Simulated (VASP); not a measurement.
Here is a VASP 6.6.1 calculation.

Contents of INCAR:

```
SYSTEM = TePb
  PREC = Accurate
  ENCUT = 600
  EDIFF = 1E-7
  ISMEAR = -1
  SIGMA = 0.02
  LREAL = .FALSE.
  LASPH = .TRUE.
  NELM = 60
  ALGO = Normal
  ISIF = 3
  LWAVE = .FALSE.
  LCHARG = .FALSE.
  GGA = PE
  IBRION = 2
  NSW = 80
  EDIFFG = -0.005
```

KPOINTS

```
regular mesh
0
G
  6 6 6
  0 0 0
```

The input POSCAR:

```
TePb
1.0
    2.2430120200      1.2950035900      3.9399021600
   -2.2430120200      1.2950035900      3.9399021600
    0.0000000000     -2.5900071900      3.9399021600
Pb Te
1 1
Direct
    0.9922231900      0.9922231900      0.9922231900
    0.5287768100      0.5287768100      0.5287768100
```

Potentials or basis: VASP PAW PBE potentials, release 64 (Pb_d, Te).

Launch:

```bash
$ cat potpaw_PBE.64/Pb_d/POTCAR potpaw_PBE.64/Te/POTCAR > POTCAR
$ mpirun -np 1 vasp_std > vasp.out
```

**Question.** What does it give for the relaxed volume?

**Answer.** 35.43 Å³/atom.

**Question.** What does it give for the band gap on the k mesh?

**Answer.** 0.83 eV.

Step by step:
```tsv
step	energy change (eV)	largest force (eV/Å)	pressure (GPa)	volume (Å³)
1	0.0000	0.6561	3.59	68.67
2	-0.0676	0.0573	-1.30	76.59
3	-0.0759	0.1844	-0.26	74.44
4	-0.0806	0.1696	-0.21	74.01
5	-0.0917	0.1340	0.01	72.72
6	-0.0994	0.0917	0.80	70.15
7	-0.1023	0.0634	0.49	70.51
8	-0.1042	0.0177	-0.19	71.44
9	-0.1044	0.0253	-0.05	71.23
10	-0.1044	0.0261	-0.03	71.21
11	-0.1046	0.0236	-0.03	71.19
12	-0.1052	0.0164	-0.02	71.14
13	-0.1052	0.0048	0.00	71.03
14	-0.1053	0.0105	-0.01	71.09
15	-0.1054	0.0101	0.00	71.06
16	-0.1054	0.0096	0.03	70.98
17	-0.1055	0.0090	0.10	70.81
18	-0.1055	0.0087	0.10	70.82
19	-0.1055	0.0081	0.09	70.83
20	-0.1056	0.0070	0.06	70.86
21	-0.1056	0.0050	0.02	70.91
22	-0.1056	0.0023	-0.07	71.03
23	-0.1056	0.0038	-0.02	70.97
24	-0.1056	0.0030	-0.03	70.96
25	-0.1057	0.0025	-0.01	70.92
26	-0.1057	0.0016	0.02	70.84
27	-0.1057	0.0013	0.03	70.81
28	-0.1057	0.0008	0.00	70.86
```

Caveat: spin-orbit coupling is left out, which moves the levels of the heavy elements. A k mesh can miss the band edges.
